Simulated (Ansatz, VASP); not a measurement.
**One calculation of CdS, two programs**

```
Cd S
1.0
     3.77575    0.00000    0.00000
     0.00000    5.34092    0.00000
     0.00000    0.00000    3.77575
Cd S
2 2
Direct
  0.50000 0.50000 0.25000
  0.00000 0.00000 0.75000
  0.50000 0.00000 0.24998
  0.00000 0.50000 0.75002
```

Alike in both runs: functional LDA; k mesh 12 × 8 × 12; occupations gaussian, width 0.1 eV; no spin polarisation.

Ansatz relaxed the structure, and its values are those at the end. VASP's run is a single point on that final structure, the one shown.

|  | VASP | Ansatz |
| --- | --- | --- |
| version | VASP 6.6.1 | Ansatz 0.2.0 |
| potentials or method | VASP PAW LDA potentials, release 64 (Cd, S), cutoff 500 eV | scalar-relativistic, plane waves, PAW |
| valence electrons in the cell | 36 | 52 |

|  | VASP | Ansatz | Ansatz less VASP |
| --- | --- | --- | --- |
| gap on the k mesh at the Fermi level (eV) | none | none | - |
| pressure (GPa) | 0.7 | 0.0 | -0.69 |

Ansatz warns that its potentials were made for another functional, while VASP's fit it. LDA's correlation is that of Perdew and Zunger in VASP and of Perdew and Wang (1992) in Ansatz. A gap of «none» marks a metal or a gap that the smearing closes. VASP's potentials hold 36 valence electrons a cell and Ansatz's 52, so a difference there can come from the potentials and not from the codes.
